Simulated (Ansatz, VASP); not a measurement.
C in VASP and in Ansatz

File INCAR:

```
ALGO = Normal
EDIFF = 1E-6
ENCUT = 520
GGA = PE
ISIF = 2
ISMEAR = -1
LASPH = True
LCHARG = False
LREAL = False
LWAVE = False
NBANDS = 11
NELM = 100
PREC = Accurate
SIGMA = 0.05
```

KPOINTS

```
k-points
0
Gamma
  14 14 14
```

Contents of POSCAR:

```
C
1.0
    1.2280287114      0.7090027071      3.3470114498
   -1.2280287114      0.7090027071      3.3470114498
    0.0000000000     -1.4180054142      3.3470114498
C
2
Direct
    0.8696000000      0.8196000000      0.8196000000
    0.1304000000      0.1804000000      0.1804000000
```

Input for Ansatz:

```yaml
crystal:
  lattice:
    - [1.2280287114, 0.7090027071, 3.3470114498]
    - [-1.2280287114, 0.7090027071, 3.3470114498]
    - [0.0, -1.4180054142, 3.3470114498]
  atoms:
    - { symbol: C, position: [0.8696, 0.8196, 0.8196] }
    - { symbol: C, position: [0.1304, 0.1804, 0.1804] }
kpoints:
  mp_grid: { grid: [14, 14, 14] }
scf:
  occupations: { method: fermi_dirac, width: 0.05 }
hamiltonian:
  xc: pbe
  pseudopotentials: { kind: all_electron, lapw: { basis_error: 0.001 } }
output:
  forces: true
  stress: true
  eigenvalues: true
  populations: true
```

Change from the starting cell: shortest bond scaled by 1.1, LAPW.

Alike in both runs: task single point; functional PBE; k mesh 14 × 14 × 14; occupations fermi-dirac, width 0.05 eV; no spin polarisation.

|  | VASP | Ansatz |
| --- | --- | --- |
| version | VASP 6.6.1 | Ansatz 0.2.0 |
| potentials or method | VASP PAW PBE potentials, release 64 (C), cutoff 520 eV | all-electron LAPW, scalar-relativistic |

```csv
,VASP,Ansatz,Ansatz less VASP
pressure (GPa),12.5,12.1,-0.42
"traceless stress, the component that is largest in VASP (GPa)",-12.81,-12.54,+0.274
rms of the force components (eV/Å),3.725,3.719,-0.0058
```

Atom by atom the forces differ by 0.007 eV/Å (rms over components). Ansatz ran all-electron here, and VASP with PAW potentials.
